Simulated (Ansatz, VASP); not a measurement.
Pd in VASP and in Ansatz

```
Pd
1.0
     0.00000    1.97371    1.97371
     1.97371    0.00000    1.97371
     1.97371    1.97371    0.00000
Pd
1
Direct
  0.00000 0.00000 0.00000
```

Alike in both runs: task single point; functional PBE; k mesh 20 × 20 × 20; occupations fermi-dirac, width 0.05 eV; collinear spin.

|  | VASP | Ansatz |
| --- | --- | --- |
| version | VASP 6.6.1 | Ansatz 0.2.0 |
| potentials or method | VASP PAW PBE potentials, release 64 (Pd), cutoff 520 eV | plane waves (420 eV) with PAW, scalar-relativistic |
| valence electrons in the cell | 10 | 18 |

|  | VASP | Ansatz | Ansatz less VASP |
| --- | --- | --- | --- |
| pressure (GPa) | -0.6 | -0.4 | +0.27 |
| net moment per atom (μB) | 0.29 | 0.28 | -0.003 |
| size of the moment on the site where the two differ most (μB) | 0.29 | 0.29 | +0.004 |

Site moments also hang on the region over which each program counts them. VASP's potentials hold 10 valence electrons a cell and Ansatz's 18, so a difference there can come from the potentials and not from the codes.
